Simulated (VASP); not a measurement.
Zr, 2 atoms in the cell. Symmetry: P6_3/mmc, No. 194, hexagonal system. Conventional cell: a = 3.184 Å, b = 3.184 Å, c = 5.118 Å, α = 90.00°, β = 90.00°, γ = 120.00°. Zr (site symmetry -6m2) has 12 Zr at 3.15 to 3.18 Å within 4.1 Å. 

| Item | Value |
| --- | --- |
| Program | VASP 6.6.1 |
| Task | single point |
| Functional | PBEsol |
| Potentials or basis | VASP PAW PBE potentials, release 64 (Zr_sv) |
| Cutoff | 520 eV |
| k mesh | 18 × 18 × 10 |
| Occupations | fermi-dirac, width 0.08 eV |
| Spin | no spin polarisation |
| Dipole correction | no |
| Further INCAR settings | ALGO = Normal; EDIFF = 1e-07; NBANDS = 19 |

Potentials or basis: VASP PAW PBE potentials, release 64 (Zr_sv).

Command:

```bash
$ cat potpaw_PBE.64/Zr_sv/POTCAR > POTCAR
$ mpirun -np 1 vasp_std > vasp.out
```

Hardware: 1 thread of Intel Xeon 6975P-C (shared host).

Question: Estimate the wall time of this run.

Answer: Run time: 90 s on 1 thread of Intel Xeon 6975P-C (shared host), peak memory 0.27 GiB. Counts: scf iterations 12, k points 222.
